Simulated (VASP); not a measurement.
# Zn (P6_3/mmc) in VASP: a series of runs, part 2 of 2

VASP 6.6.1.

**3. Single point, PBEsol (biaxial strain in the a-b plane: +1.0 %)**

Contents of INCAR:

```
PREC = Accurate
ENCUT = 520
EDIFF = 1E-6
ISMEAR = 0
SIGMA = 0.1
LREAL = False
LASPH = True
NELM = 80
ALGO = Fast
ISIF = 2
LWAVE = False
LCHARG = True
GGA = PS
LELF = True
LVHAR = True
NBANDS = 19
```

Contents of KPOINTS:

```
Automatic mesh
0
Gamma
  24 24 12
```

Contents of POSCAR:

```
Zn
1.0
    2.6186300486      0.0000000000      0.0000000000
   -1.3093150243      2.2678001452      0.0000000000
    0.0000000000      0.0000000000      4.8653510801
Zn
2
Direct
    0.3333333333      0.6666666667      0.2500000000
    0.6666666667      0.3333333333      0.7500000000
```

Potentials or basis: VASP PAW PBE potentials, release 64 (Zn).

Launch:

```sh
cat potpaw_PBE.64/Zn/POTCAR > POTCAR
mpirun -np 1 vasp_std > vasp.out
```

OUTCAR:

```text
PREC = Accurate
   ENCUT = 520
   EDIFF = 1E-6
   ISMEAR = 0
   LREAL = False
   LASPH = True
   NELM = 80
   ISIF = 2
   GGA = PS

 ion  position               nearest neighbor table
   1  0.333  0.667  0.250-   2 2.86   2 2.86   2 2.86   2 2.86   2 2.86   2 2.86
   2  0.667  0.333  0.750-   1 2.86   1 2.86   1 2.86   1 2.86   1 2.86   1 2.86

  LATTYP: Found a hexagonal cell.
 ALAT       =     2.6186300486
 C/A-ratio  =     1.8579757315

  Lattice vectors:

[... 718 lines left out ...]

------------------------ aborting loop because EDIFF is reached ----------------------------------------

  FORCE on cell =-STRESS in cart. coord.  units (eV):
  Direction    XX          YY          ZZ          XY          YZ          ZX
  --------------------------------------------------------------------------------------
  -------------------------------------------------------------------------------------
  Total       -0.2064171     -0.2064171      0.0196714      0.0000000     -0.0000000      0.0000000
  in kB      -11.4462479    -11.4462479      1.0908173      0.0000000     -0.0000000      0.0000000
  external PRESSURE =      -7.2672262 kB  Pullay stress =       0.0000000 kB

 VOLUME and BASIS-vectors are now :
 -----------------------------------------------------------------------------
  energy-cutoff  :      520.00
  volume of cell :       28.89
      direct lattice vectors                 reciprocal lattice vectors
     2.618630049  0.000000000  0.000000000     0.381879067  0.220477982  0.000000000
    -1.309315024  2.267800145  0.000000000     0.000000000  0.440955964  0.000000000
     0.000000000  0.000000000  4.865351080     0.000000000  0.000000000  0.205535014

 POSITION                                       TOTAL-FORCE (eV/Angst)
 -----------------------------------------------------------------------------------
     -0.00000      1.51187      1.21634         0.000000     -0.000000     -0.000000
      1.30932      0.75593      3.64901        -0.000000      0.000000      0.000000
 -----------------------------------------------------------------------------------
    total drift:                               -0.000000      0.000000      0.000000

  FREE ENERGIE OF THE ION-ELECTRON SYSTEM (eV)
  ---------------------------------------------------
  free  energy   TOTEN  =        -3.1699715167 eV

  energy  without entropy=       -3.1678537541  energy(sigma->0) =       -3.16891264
```

OSZICAR:

```text
N       E                     dE             d eps       ncg     rms          rms(c)
DAV:   1     0.110411649184E+03    0.11041E+03   -0.12307E+04 17029   0.202E+03
DAV:   2     0.144069778434E+01   -0.10897E+03   -0.10519E+03 16334   0.294E+02
DAV:   3    -0.346598054673E+01   -0.49067E+01   -0.48875E+01 18107   0.691E+01
DAV:   4    -0.349347847943E+01   -0.27498E-01   -0.27491E-01 17724   0.531E+00
DAV:   5    -0.349351156181E+01   -0.33082E-04   -0.33083E-04 17682   0.166E-01    0.463E+00
RMM:   6    -0.319218858549E+01    0.30132E+00   -0.11077E+00 18807   0.126E+01    0.338E+00
RMM:   7    -0.317835424235E+01    0.13834E-01   -0.34937E-02 19437   0.264E+00    0.170E+00
RMM:   8    -0.317011573827E+01    0.82385E-02   -0.62375E-03 18753   0.621E-01    0.142E-01
RMM:   9    -0.316999802341E+01    0.11771E-03   -0.18070E-03 19896   0.604E-01    0.907E-02
RMM:  10    -0.316997029867E+01    0.27725E-04   -0.14009E-04 19631   0.119E-01    0.507E-03
RMM:  11    -0.316997133572E+01   -0.10371E-05   -0.12550E-05 19061   0.346E-02    0.354E-03
RMM:  12    -0.316997151671E+01   -0.18099E-06   -0.26627E-06 13286   0.200E-02
   1 F= -.31699715E+01 E0= -.31689126E+01  d E =-.211776E-02
```

stdout:

```text
POSCAR found type information on POSCAR Zn
 POSCAR found :  1 types and       2 ions
 scaLAPACK will be used
 -----------------------------------------------------------------------------
|                                                                             |
|                                                                             |
|     You enforced a specific xc type in the INCAR file but a different       |
|     I HOPE YOU KNOW WHAT YOU ARE DOING!                                     |
|                                                                             |
 -----------------------------------------------------------------------------

 LDA part: xc-table for (Slater+PW92), standard interpolation
 POSCAR, INCAR and KPOINTS ok, starting setup
 FFT: planning ... GRIDC
 FFT: planning ... GRID_SOFT
 FFT: planning ... GRID
 WAVECAR not read
 entering main loop
WARNING in EDDRMM: call to ZHEGV failed, returncode =   8  4     16
WARNING in EDDRMM: call to ZHEGV failed, returncode =   8  4     17
```

Run time: 2.5 min. Hardware: 1 thread of Intel Xeon Platinum 8259CL at 2.50GHz (Skylake/Cascade Lake), shared host; peak memory 0.29 GiB.

What came out:

* Free energy: -3.1700 eV
* Pressure: -0.7 GPa
* Band gap on the k mesh: zero (band 12 reaches 4.77 eV, above the bottom of band 13 at 0.31 eV)

Levels at points of the mesh, in eV from the Fermi level:
```
           k point  band 10  band 11  band 12  band 13  band 14  band 15
(0.00, 0.00, 0.00)    -7.16    -7.16    -3.94    -3.03    14.03    17.73
(0.50, 0.00, 0.00)    -6.95    -3.03    -2.22     2.71     3.56     4.37
(0.00, 0.00, 0.50)    -7.26    -7.26    -7.26     4.71     4.71    19.44
(0.50, 0.00, 0.50)    -6.96    -2.06    -2.06     0.21     0.21    10.43
```

Caveat: the cell differs from its parent crystal (biaxial strain in the a-b plane: +1.0 %); the PAW data sets were made with another functional, which shifts forces and pressure a little.

**4. Single point, PBEsol (biaxial strain in the a-b plane: +2.0 %)**

Contents of INCAR:

```
PREC = Accurate
ENCUT = 520
EDIFF = 1E-6
ISMEAR = 0
SIGMA = 0.1
LREAL = F
LASPH = T
NELM = 60
ALGO = Fast
ISIF = 2
LWAVE = F
LCHARG = F
GGA = PS
NBANDS = 19
```

KPOINTS is that of step 3.

Contents of POSCAR:

```
Zn
1.0
    2.6445570788      0.0000000000      0.0000000000
   -1.3222785394      2.2902536120      0.0000000000
    0.0000000000      0.0000000000      4.8359827637
Zn
2
Direct
    0.3333333333      0.6666666667      0.2500000000
    0.6666666667      0.3333333333      0.7500000000
```

Potentials or basis: VASP PAW PBE potentials, release 64 (Zn).

Launch:

```sh
cat potpaw_PBE.64/Zn/POTCAR > POTCAR
mpirun -np 1 vasp_std > vasp.out
```

OUTCAR:

```text
PREC = Accurate
   ENCUT = 520
   EDIFF = 1E-6
   ISMEAR = 0
   LREAL = F
   LASPH = T
   NELM = 60
   ISIF = 2
   GGA = PS

 ion  position               nearest neighbor table
   1  0.333  0.667  0.250-   2 2.86   2 2.86   2 2.86   2 2.86   2 2.86   2 2.86
   2  0.667  0.333  0.750-   1 2.86   1 2.86   1 2.86   1 2.86   1 2.86   1 2.86

  LATTYP: Found a hexagonal cell.
 ALAT       =     2.6445570788
 C/A-ratio  =     1.8286550903

  Lattice vectors:

 A1 = (   2.6445570788,   0.0000000000,   0.0000000000)
 A2 = (  -1.3222785394,   2.2902536120,   0.0000000000)
 A3 = (   0.0000000000,   0.0000000000,   4.8359827637)

Analysis of symmetry for initial positions (statically):
=====================================================================
 Subroutine PRICEL returns:
 Original cell was already a primitive cell.

 Routine SETGRP: Setting up the symmetry group for a
 hexagonal supercell.

[... 164 lines left out ...]
  ext. energy  EPLUGINS =         0.00000000
  ---------------------------------------------------
  free energy    TOTEN  =        -3.16177087 eV

  energy without entropy =       -3.15901599  energy(sigma->0) =       -3.16039343

 E-fermi :   3.2790     XC(G=0): -11.9035

 val. band max:        3.2782987030   @ k =   0.3333   0.3333   0.0833
 cond. band min:       3.2814893026   @ k =   0.2500   0.0417   0.0833
 fundamental gap:      0.0031905997
 Fermi energy:         3.2790002714

 k-point     1 :       0.0000    0.0000    0.0000
  band No.  band energies     occupation
      1      -7.5056      2.00000
      2      -5.5194      2.00000
      3      -4.7583      2.00000
      4      -4.5319      2.00000
      5      -4.5319      2.00000
      6      -4.4735      2.00000
[... 505 lines left out ...]
      6      -4.3773      2.00000
[... 11 lines left out ...]
     18      18.3235      0.00000
     19      18.5324      0.00000

 [... further k-points ...]

------------------------ aborting loop because EDIFF is reached ----------------------------------------

  FORCE on cell =-STRESS in cart. coord.  units (eV):
  Direction    XX          YY          ZZ          XY          YZ          ZX
  --------------------------------------------------------------------------------------
  -------------------------------------------------------------------------------------
  Total       -0.5326040     -0.5326040     -0.1478523      0.0000000      0.0000000      0.0000000
  in kB      -29.1335699    -29.1335699     -8.0875600      0.0000000      0.0000000      0.0000000
  external PRESSURE =     -22.1182333 kB  Pullay stress =       0.0000000 kB

 VOLUME and BASIS-vectors are now :
 -----------------------------------------------------------------------------
  energy-cutoff  :      520.00
  volume of cell :       29.29
      direct lattice vectors                 reciprocal lattice vectors
     2.644557079  0.000000000  0.000000000     0.378135155  0.218316433  0.000000000
    -1.322278539  2.290253612  0.000000000     0.000000000  0.436632867  0.000000000
     0.000000000  0.000000000  4.835982764     0.000000000  0.000000000  0.206783202

 POSITION                                       TOTAL-FORCE (eV/Angst)
 -----------------------------------------------------------------------------------
     -0.00000      1.52684      1.20900        -0.000000     -0.000000      0.000000
      1.32228      0.76342      3.62699         0.000000      0.000000     -0.000000
 -----------------------------------------------------------------------------------
    total drift:                               -0.000000      0.000000     -0.000000

  FREE ENERGIE OF THE ION-ELECTRON SYSTEM (eV)
  ---------------------------------------------------
  free  energy   TOTEN  =        -3.1617708703 eV

  energy  without entropy=       -3.1590159903  energy(sigma->0) =       -3.16039343
```

Run time: 2.5 min. Hardware: 1 thread of Intel Xeon Platinum 8259CL at 2.50GHz (Skylake/Cascade Lake), shared host; peak memory 0.29 GiB.

Results:

- Free energy: -3.1618 eV
- Pressure: -2.2 GPa
- Band gap on the k mesh: zero (band 12 reaches 4.63 eV, above the bottom of band 13 at 0.38 eV)

Caveat: the cell differs from its parent crystal (biaxial strain in the a-b plane: +2.0 %); the PAW data sets were made with another functional, which shifts forces and pressure a little.

**5. Summary**

| cell | gap on the mesh (eV) | pressure (GPa) |
| --- | --- | --- |
| a = 2.619, b = 2.619, c = 4.827 Å, angles 90.0, 90.0, 120.0°, 2 atoms | none | -0.2 |
| a = 2.619, b = 2.619, c = 4.865 Å, angles 90.0, 90.0, 120.0°, 2 atoms | none | -0.7 |
| a = 2.645, b = 2.645, c = 4.836 Å, angles 90.0, 90.0, 120.0°, 2 atoms | none | -2.2 |

Alike in all rows: task single point; level PBEsol; potentials or basis VASP PAW PBE potentials, release 64 (Zn); no spin polarisation; k mesh 24 × 24 × 12; cutoff (eV) 520; smearing gaussian 0.1 eV.

Caveats: the PAW data sets were made with another functional, which shifts forces and pressure a little.

Total energies depend on the potentials used, so only differences within one code and one set of settings carry meaning.
